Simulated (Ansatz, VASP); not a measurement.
Two plane-wave programs on Na3WClO4

```xyz
18
Lattice="7.6656 0.0000 0.0000 0.0000 7.6656 0.0000 0.0000 0.0000 5.4651" Properties=species:S:1:pos:R:3 pbc="T T T"
Na    3.8328    0.0000    1.9952
Na    0.0000    3.8328    3.4699
Na    5.7492    1.9164    0.0000
Na    1.9164    1.9164    0.0000
Na    1.9164    5.7492    0.0000
Na    5.7492    5.7492    0.0000
W     0.0000    0.0000    2.7326
W     3.8328    3.8328    2.7326
Cl    3.8328    0.0000    4.6479
Cl    0.0000    3.8328    0.8172
O     6.2234    0.0000    1.6596
O     3.8328    2.3906    1.6596
O     1.4422    0.0000    1.6596
O     3.8328    5.2750    1.6596
O     2.3906    3.8328    3.8055
O     0.0000    1.4422    3.8055
O     5.2750    3.8328    3.8055
O     0.0000    6.2234    3.8055
```

Change from the starting cell: volume scaled by 1.06, ions relaxed.

Alike in both runs: functional PBE; k mesh 3 × 3 × 4; occupations fermi-dirac, width 0.02 eV; no spin polarisation.

Ansatz relaxed the structure, and its values are those at the end. VASP's run is a single point on that final structure, the one shown.

|  | VASP | Ansatz |
| --- | --- | --- |
| version | VASP 6.6.1 | Ansatz 0.2.0 |
| potentials or method | VASP PAW PBE potentials, release 64 (Na_pv, W_sv, Cl, O) | plane-wave PAW, scalar-relativistic |
| plane-wave cutoff (eV) | 520 | 420 |
| valence electrons in the cell | 132 | 144 |

|  | VASP | Ansatz | Ansatz less VASP |
| --- | --- | --- | --- |
| gap on the k mesh at the Fermi level (eV) | 4.55 | 4.55 | +0.003 |
| pressure (GPa) | 0.0 | -0.8 | -0.85 |
| rms of the force components (eV/Å) | 0.149 | 0.001 | -0.1485 |

One of these differences is far larger than is usual between the two programs; its cause wasn't traced. With one functional, cell and mesh, what is left measures potentials, basis and numerics. VASP's potentials hold 132 valence electrons a cell and Ansatz's 144, so a difference there can come from the potentials and not from the codes. Ansatz's warnings: stress scf threshold loose.

Spin-orbit coupling is off throughout.
